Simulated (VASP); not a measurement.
Input of a VASP 6.6.1 run:

The input INCAR:

```
SYSTEM = MgSe
ALGO     = Normal         ! electronic algorithm
EDIFF    = 1E-6           ! SCF threshold, eV
ENCUT    = 600            ! plane-wave cutoff, eV
GGA      = PE             ! functional
GGA_COMPAT= .FALSE.      
ISIF     = 2              ! what is computed and relaxed
ISMEAR   = 0              ! smearing method
LASPH    = .TRUE.         ! aspherical terms in the spheres
LCHARG   = .TRUE.         ! write CHGCAR
LELF     = .TRUE.         ! ELF
LREAL    = .FALSE.        ! projectors in reciprocal space
LVHAR    = .TRUE.       
LWAVE    = .FALSE.        ! write WAVECAR
NBANDS   = 11             ! bands
NELM     = 120            ! most SCF steps
PREC     = Accurate       ! precision mode
SIGMA    = 0.01           ! smearing width, eV
```

Contents of KPOINTS:

```
k-points
0
G
  4 4 4
  0 0 0
```

Contents of POSCAR:

```
MgSe
1.0
    0.0000000000      2.7337235204      2.7337235204
    2.7337235204      0.0000000000      2.7337235204
    2.7337235204      2.7337235204      0.0000000000
Mg Se
1 1
Direct
    0.0000000000      0.0000000000      0.0000000000
    0.5000000000      0.5000000000      0.5000000000
```

Potentials or basis: VASP PAW PBE potentials, release 64 (Mg, Se).

Command:

```console
$ cat potpaw_PBE.64/Mg/POTCAR potpaw_PBE.64/Se/POTCAR > POTCAR
$ mpirun -np 1 vasp_std > vasp.out
```

**Question.** What does it give for the pressure?

**Answer.** 1.7 GPa.

**Question.** Predict the band gap on the k mesh.

**Answer.** 1.75 eV, indirect (least direct gap 2.52 eV).

Caveat: the k points lie up to 0.50 Å⁻¹ apart. A k mesh can miss the band edges.
